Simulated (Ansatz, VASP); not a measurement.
**One calculation of Al2Pt, two programs**

```
CELL_PARAMETERS angstrom
0.00000 2.94826 2.94826
2.94826 0.00000 2.94826
2.94826 2.94826 0.00000
ATOMIC_POSITIONS crystal
Al 0.25000 0.25000 0.25000
Al 0.75000 0.75000 0.75000
Pt 0.00000 0.00000 0.00000
```

Alike in both runs: functional PBEsol; k mesh 12 × 12 × 12; occupations gaussian, width 0.1 eV; no spin polarisation.

Ansatz relaxed the structure, and its values are those at the end. VASP's run is a single point on that final structure, the one shown.

```csv
,VASP,Ansatz
version,VASP 6.6.1,Ansatz 0.2.0
potentials or method,"VASP PAW PBE potentials, release 64 (Al, Pt), cutoff 500 eV","scalar-relativistic, plane waves, PAW"
valence electrons in the cell,16,24
```

|  | VASP | Ansatz | Ansatz less VASP |
| --- | --- | --- | --- |
| gap on the k mesh at the Fermi level (eV) | none | none | - |
| pressure (GPa) | 0.0 | 0.0 | +0.03 |

VASP's potentials were made for PBE, not for PBEsol. A gap of «none» marks a metal or a gap that the smearing closes. With one functional, cell and mesh, what is left measures potentials, basis and numerics. VASP's potentials hold 16 valence electrons a cell and Ansatz's 24, so a difference there can come from the potentials and not from the codes.

Spin-orbit coupling is off throughout.
